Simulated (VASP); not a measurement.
# CsH (Fm-3m) in VASP: notebook

CsH is run at these levels: LDA; tasks: single point.

Everything below comes from runs of VASP 6.6.1. Logs are shortened: lines on timing, memory, paths and dates and some standing lists are left out, and cuts for length are marked.

### 1 The cell of the first run

It takes space group Fm-3m (No. 225, cubic). Conventional cell: a = 6.041 Å, b = 6.041 Å, c = 6.041 Å, α = 90.00°, β = 90.00°, γ = 90.00°. Cs (site symmetry m-3m) has 6 H at 3.02 Å within 4.0 Å. H (site symmetry m-3m) has 6 Cs at 3.02 Å within 4.0 Å.

### 2 Single point, LDA (volume scaled by 0.97)

INCAR

```
SYSTEM = CsH
PREC = Accurate
ENCUT = 520
EDIFF = 1E-6
ISMEAR = 0
SIGMA = 0.02
LREAL = .False.
LASPH = .True.
NELM = 80
ALGO = Normal
ISIF = 2
LWAVE = .False.
LCHARG = .False.
NBANDS = 12
```

KPOINTS

```
regular mesh
0
Gamma
  8 8 8
  0 0 0
```

POSCAR

```
CsH
1.0
    0.0000000000      3.0202967477      3.0202967477
    3.0202967477      0.0000000000      3.0202967477
    3.0202967477      3.0202967477      0.0000000000
Cs H
1 1
Direct
    0.0000000000      0.0000000000      0.0000000000
    0.5000000000      0.5000000000      0.5000000000
```

Potentials or basis: VASP PAW LDA potentials, release 64 (Cs_sv, H).

Launch:

```sh
cat potpaw_LDA.64/Cs_sv/POTCAR potpaw_LDA.64/H/POTCAR > POTCAR
mpirun -np 1 vasp_std > vasp.out
```

OUTCAR:

```text
SYSTEM = CsH
   PREC = Accurate
   ENCUT = 520
   EDIFF = 1E-6
   ISMEAR = 0
   LREAL = .False.
   LASPH = .True.
   NELM = 80
   ISIF = 2

 ion  position               nearest neighbor table
   1  0.000  0.000  0.000-
   2  0.500  0.500  0.500-

  LATTYP: Found a face centered cubic cell.
 ALAT       =     6.0405934954

  Lattice vectors:

 A1 = (   0.0000000000,   3.0202967477,   3.0202967477)
 A2 = (   3.0202967477,   0.0000000000,   3.0202967477)
 A3 = (   3.0202967477,   3.0202967477,   0.0000000000)

Analysis of symmetry for initial positions (statically):
=====================================================================
 Subroutine PRICEL returns:
 Original cell was already a primitive cell.

 Routine SETGRP: Setting up the symmetry group for a
 face centered cubic supercell.

 Subroutine GETGRP returns: Found 48 space group operations
 (whereof 48 operations were pure point group operations)
 out of a pool of 48 trial point group operations.

The static configuration has the point symmetry O_h .

Analysis of symmetry for dynamics (positions and initial velocities):
=====================================================================
 Subroutine PRICEL returns:
 Original cell was already a primitive cell.

 Routine SETGRP: Setting up the symmetry group for a
 face centered cubic supercell.

 Subroutine GETGRP returns: Found 48 space group operations
 (whereof 48 operations were pure point group operations)
 out of a pool of 48 trial point group operations.

The dynamic configuration has the point symmetry O_h .

 Subroutine INISYM returns: Found 48 space group operations
 (whereof 48 operations are pure point group operations),
 and found     1 'primitive' translations

----------------------------------------------------------------------------------------

                                     Primitive cell

  volume of cell :      55.1035

  direct lattice vectors                    reciprocal lattice vectors
     0.000000000  3.020296748  3.020296748    -0.165546647  0.165546647  0.165546647
     3.020296748  0.000000000  3.020296748     0.165546647 -0.165546647  0.165546647
     3.020296748  3.020296748  0.000000000     0.165546647  0.165546647 -0.165546647

  length of vectors
     4.271344623  4.271344623  4.271344623     0.286735204  0.286735204  0.286735204

  position of ions in fractional coordinates (direct lattice)
     0.000000000  0.000000000  0.000000000
     0.500000000  0.500000000  0.500000000

  ion indices of the primitive-cell ions
   primitive index   ion index
                 1           1
                 2           2

----------------------------------------------------------------------------------------

 KPOINTS: regular mesh

Automatic generation of k-mesh.
 Grid dimensions read from file:
 generate k-points for:    8    8    8

 Generating k-lattice:

  Cartesian coordinates                     Fractional coordinates (reciprocal lattice)
    -0.020693331  0.020693331  0.020693331     0.125000000  0.000000000  0.000000000
     0.020693331 -0.020693331  0.020693331     0.000000000  0.125000000  0.000000000
     0.020693331  0.020693331 -0.020693331     0.000000000  0.000000000  0.125000000

  Length of vectors
     0.035841900  0.035841900  0.035841900

  Shift w.r.t. Gamma in fractional coordinates (k-lattice)
     0.000000000  0.000000000  0.000000000

 Subroutine IBZKPT returns following result:
 ===========================================

 Found     29 irreducible k-points:

 Following reciprocal coordinates:
            Coordinates               Weight
  0.000000  0.000000  0.000000      1.000000
  0.125000  0.000000  0.000000      8.000000
  0.250000  0.000000  0.000000      8.000000
  0.375000  0.000000  0.000000      8.000000
  0.500000  0.000000  0.000000      4.000000
  0.125000  0.125000  0.000000      6.000000
[... 16 lines left out ...]
  0.500000  0.250000  0.125000     48.000000
 -0.375000  0.250000  0.125000     24.000000
 [... further k-points ...]
   k-points           NKPTS =     29   k-points in BZ     NKDIM =     29   number of bands    NBANDS=     12
   number of dos      NEDOS =    301   number of ions     NIONS =      2
   total plane-waves  NPLWV =  32768
   dimension x,y,z NGX =    32 NGY =   32 NGZ =   32
   dimension x,y,z NGXF=    64 NGYF=   64 NGZF=   64
   ions per type =               1   1
   NGX,Y,Z   is equivalent  to a cutoff of  12.45, 12.45, 12.45 a.u.
   NGXF,Y,Z  is equivalent  to a cutoff of  24.91, 24.91, 24.91 a.u.
 SYSTEM =  CsH
   PREC   = accura    normal or accurate (medium, high low for compatibility)
   ISTART =      0    job   : 0-new  1-cont  2-samecut
   ICHARG =      2    charge: 1-file 2-atom 10-const
   ISPIN  =      1    spin polarized calculation?
   LNONCOLLINEAR =      F non collinear calculations
   LSORBIT =      F    spin-orbit coupling
   LASPH  =      T    aspherical Exc in radial PAW
   ENCUT  =  520.0 eV  38.22 Ry    6.18 a.u.   7.94  7.94  7.94*2*pi/ulx,y,z
   NELM   =     80;   NELMIN=  2; NELMDL= -5     # of ELM steps
   EDIFF  = 0.1E-05   stopping-criterion for ELM
   LREAL  =      F    real-space projection
   EDIFFG = 0.1E-04   stopping-criterion for IOM
   NSW    =      0    number of steps for IOM
   IBRION =     -1    ionic relax: 0-MD 1-quasi-New 2-CG
   NFREE  =      0    steps in history (QN), initial steepest desc. (CG)
   ISIF   =      2    stress and relaxation
   ISYM   =      2    0-nonsym 1-usesym 2-fastsym
   POTIM  = 0.5000    time-step for ionic-motion
   TEBEG  =    0.0;   TEEND  =   0.0 temperature during run
   PSTRESS=    0.0 pullay stress
   NELECT =      10.0000    total number of electrons
   NUPDOWN=      -1.0000    fix difference up-down
   EMIN   =  10.00;   EMAX   =-10.00  energy-range for DOS
   EFERMI =   0.00;   METHOD = LEGACY
   ISMEAR =     0;   SIGMA  =   0.02  broadening in eV -4-tet -1-fermi 0-gaus
   EFERMI_NEDOS =   21; number of points for ismear=-14 and -15
   IALGO  =     38    algorithm
   IMIX   =      4    mixing-type and parameters
     AMIX     =   0.40;   BMIX     =  1.00
     AMIX_MAG =   1.60;   BMIX_MAG =  1.00
  volume/ion in A,a.u.               =      27.55       185.93
  Fermi-wavevector in a.u.,A,eV,Ry     =   0.926862  1.751516 11.688408  0.859074
  Thomas-Fermi vector in A             =   2.052870
   LORBIT       =      0    0 simple, 1 ext, 2 COOP (PROOUT), +10 PAW based schemes
   GGA     = CA    functional components
   LHFCALC =     F    Hartree Fock is set to
   AEXX    =    0.0000 exact exchange contribution
   IVDW    =     0    specifies the selected vdW correction
   LEPSILON=     F    determine dielectric tensor
   LRPA    =     F    only Hartree local field effects (RPA)
 non-spin polarized calculation
 Gauss-broadening in eV      SIGMA  =   0.02
  energy-cutoff  :      520.00
  volume of cell :       55.10
 maximum number of plane-waves:      1524
   NGX = 15   NGY = 15   NGZ = 15

 number of electron      10.0000002 magnetization

 Free energy of the ion-electron system (eV)
  ---------------------------------------------------
  ext. energy  EPLUGINS =         0.00000000
  ---------------------------------------------------
  free energy    TOTEN  =        -4.92058027 eV

  energy without entropy =       -4.92058027  energy(sigma->0) =       -4.92058027

 E-fermi :   1.0246     XC(G=0):  -8.1309

 val. band max:        0.9288570454   @ k =   0.5000   0.0000   0.0000
 cond. band min:       2.5992227450   @ k =   0.5000   0.0000   0.0000
 fundamental gap:      1.6703656996
 Fermi energy:         1.0246129993

 k-point     1 :       0.0000    0.0000    0.0000
  band No.  band energies     occupation
      1     -20.6841      2.00000
      2      -6.9162      2.00000
      3      -6.9162      2.00000
      4      -6.9162      2.00000
      5      -1.3195      2.00000
      6       5.8366      0.00000
      7       5.8366      0.00000
      8       5.8366      0.00000
      9       7.1479      0.00000
     10       7.9771      0.00000
     11       7.9771      0.00000
     12       9.5245      0.00000

 k-point     2 :       0.1250    0.0000    0.0000
  band No.  band energies     occupation
      1     -20.6624      2.00000
      2      -7.1593      2.00000
      3      -6.9385      2.00000
      4      -6.9385      2.00000
      5      -0.9882      2.00000
      6       5.2998      0.00000
      7       5.9766      0.00000
      8       5.9766      0.00000
      9       6.8289      0.00000
     10       7.5742      0.00000
     11       7.5742      0.00000
     12      10.3442      0.00000

 k-point     3 :       0.2500    0.0000    0.0000
  band No.  band energies     occupation
      1     -20.6092      2.00000
      2      -7.6694      2.00000
      3      -6.9913      2.00000
      4      -6.9913      2.00000
      5      -0.2422      2.00000
      6       4.1564      0.00000
      7       5.9007      0.00000
      8       5.9007      0.00000
      9       6.8945      0.00000
     10       7.6649      0.00000
     11       7.6649      0.00000
     12      12.1439      0.00000
[... 286 lines left out ...]
 k-point    23 :       0.5000    0.2500    0.1250
  band No.  band energies     occupation
      1     -20.5258      2.00000
      2      -7.9841      2.00000
      3      -7.3741      2.00000
      4      -7.1400      2.00000
      5       0.2033      2.00000
      6       3.7973      0.00000
      7       4.8538      0.00000
      8       6.2506      0.00000
      9       7.8399      0.00000
     10       9.0425      0.00000
     11      10.2955      0.00000
     12      11.3237      0.00000

 k-point    24 :      -0.3750    0.2500    0.1250
  band No.  band energies     occupation
      1     -20.5075      2.00000
      2      -8.0763      2.00000
      3      -7.4161      2.00000
      4      -7.1798      2.00000
      5       0.3043      2.00000
      6       3.5460      0.00000
      7       5.2062      0.00000
      8       6.1277      0.00000
      9       8.5701      0.00000
     10       8.7512      0.00000
     11      10.6297      0.00000
     12      10.8025      0.00000

 [... further k-points ...]
[... 5 lines left out ...]
  --------------------------------------------------------------------------------------
  -------------------------------------------------------------------------------------
  Total        0.1459070      0.1459070      0.1459070     -0.0000000      0.0000000      0.0000000
  in kB        4.2423629      4.2423629      4.2423629     -0.0000000      0.0000000      0.0000000
  external PRESSURE =       4.2423629 kB  Pullay stress =       0.0000000 kB

 VOLUME and BASIS-vectors are now :
 -----------------------------------------------------------------------------
  energy-cutoff  :      520.00
  volume of cell :       55.10
      direct lattice vectors                 reciprocal lattice vectors
     0.000000000  3.020296748  3.020296748    -0.165546647  0.165546647  0.165546647
     3.020296748  0.000000000  3.020296748     0.165546647 -0.165546647  0.165546647
     3.020296748  3.020296748  0.000000000     0.165546647  0.165546647 -0.165546647

 POSITION                                       TOTAL-FORCE (eV/Angst)
 -----------------------------------------------------------------------------------
      0.00000      0.00000      0.00000        -0.000000     -0.000000     -0.000000
      3.02030      3.02030      3.02030         0.000000      0.000000      0.000000
 -----------------------------------------------------------------------------------
    total drift:                                0.000000     -0.000000     -0.000000

  FREE ENERGIE OF THE ION-ELECTRON SYSTEM (eV)
  ---------------------------------------------------
  free  energy   TOTEN  =        -4.9205802697 eV

  energy  without entropy=       -4.9205802697  energy(sigma->0) =       -4.92058027
```

It took 13 s on 1 thread of AMD EPYC 7R13 (Zen 3), shared host; peak memory 0.13 GiB.

Results:

* Free energy: -4.9206 eV
* Pressure: 0.4 GPa
* Band gap on the k mesh: 1.67 eV, direct

Caveat: spin-orbit coupling is left out, which moves the levels of the heavy elements.

### 3 Single point, LDA (volume scaled by 1.03)

INCAR

```
SYSTEM = CsH
PREC = Accurate
ENCUT = 520
EDIFF = 1E-6
ISMEAR = 0
SIGMA = 0.02
LREAL = .FALSE.
LASPH = .TRUE.
NELM = 60
ALGO = Normal
ISIF = 2
LWAVE = .FALSE.
LCHARG = .FALSE.
GGA = CA
NBANDS = 12
```

KPOINTS

```
regular mesh
0
G
  8 8 8
  0 0 0
```

POSCAR

```
CsH
1.0
    0.0000000000      3.0813292872      3.0813292872
    3.0813292872      0.0000000000      3.0813292872
    3.0813292872      3.0813292872      0.0000000000
Cs H
1 1
Direct
    0.0000000000      0.0000000000      0.0000000000
    0.5000000000      0.5000000000      0.5000000000
```

Potentials or basis: VASP PAW LDA potentials, release 64 (Cs_sv, H).

Launch:

```sh
cat potpaw_LDA.64/Cs_sv/POTCAR potpaw_LDA.64/H/POTCAR > POTCAR
mpirun -np 1 vasp_std > vasp.out
```

OUTCAR:

```text
SYSTEM = CsH
   PREC = Accurate
   ENCUT = 520
   EDIFF = 1E-6
   ISMEAR = 0
   LREAL = .FALSE.
   LASPH = .TRUE.
   NELM = 60
   ISIF = 2
   GGA = CA

 ion  position               nearest neighbor table
   1  0.000  0.000  0.000-
   2  0.500  0.500  0.500-

  LATTYP: Found a face centered cubic cell.
 ALAT       =     6.1626585744

  Lattice vectors:

 A1 = (   0.0000000000,   3.0813292872,   3.0813292872)
 A2 = (   3.0813292872,   0.0000000000,   3.0813292872)
 A3 = (   3.0813292872,   3.0813292872,   0.0000000000)

[... 537 lines left out ...]
      8       5.7707      0.00000
      9       8.0807      0.00000
     10       8.2527      0.00000
     11       9.9753      0.00000
     12      10.1482      0.00000

 [... further k-points ...]
[... 5 lines left out ...]
  --------------------------------------------------------------------------------------
  -------------------------------------------------------------------------------------
  Total       -0.1153673     -0.1153673     -0.1153673      0.0000000     -0.0000000     -0.0000000
  in kB       -3.1589967     -3.1589967     -3.1589967      0.0000000     -0.0000000     -0.0000000
  external PRESSURE =      -3.1589967 kB  Pullay stress =       0.0000000 kB

 VOLUME and BASIS-vectors are now :
 -----------------------------------------------------------------------------
  energy-cutoff  :      520.00
  volume of cell :       58.51
      direct lattice vectors                 reciprocal lattice vectors
     0.000000000  3.081329287  3.081329287    -0.162267630  0.162267630  0.162267630
     3.081329287  0.000000000  3.081329287     0.162267630 -0.162267630  0.162267630
     3.081329287  3.081329287  0.000000000     0.162267630  0.162267630 -0.162267630

 POSITION                                       TOTAL-FORCE (eV/Angst)
 -----------------------------------------------------------------------------------
      0.00000      0.00000      0.00000        -0.000000      0.000000      0.000000
      3.08133      3.08133      3.08133         0.000000     -0.000000      0.000000
 -----------------------------------------------------------------------------------
    total drift:                                0.000000     -0.000000     -0.000000

  FREE ENERGIE OF THE ION-ELECTRON SYSTEM (eV)
  ---------------------------------------------------
  free  energy   TOTEN  =        -4.9222612346 eV

  energy  without entropy=       -4.9222612346  energy(sigma->0) =       -4.92226123
```

stdout:

```text
POSCAR found type information on POSCAR CsH
 POSCAR found :  2 types and       2 ions
 scaLAPACK will be used
 LDA part: xc-table for (Slater(with rela. corr.)+CA(PZ))
 , standard interpolation
 POSCAR, INCAR and KPOINTS ok, starting setup
 FFT: planning ... GRIDC
 FFT: planning ... GRID_SOFT
 FFT: planning ... GRID
 WAVECAR not read
 entering main loop
```

Wall time 14 s (1 thread of AMD EPYC 7R13 (Zen 3), shared host); peak memory 0.13 GiB.

What came out:

* Free energy: -4.9223 eV
* Pressure: -0.3 GPa
* Band gap on the k mesh: 1.78 eV, direct

Caveat: spin-orbit coupling is left out, which moves the levels of the heavy elements. A k mesh can miss the band edges.
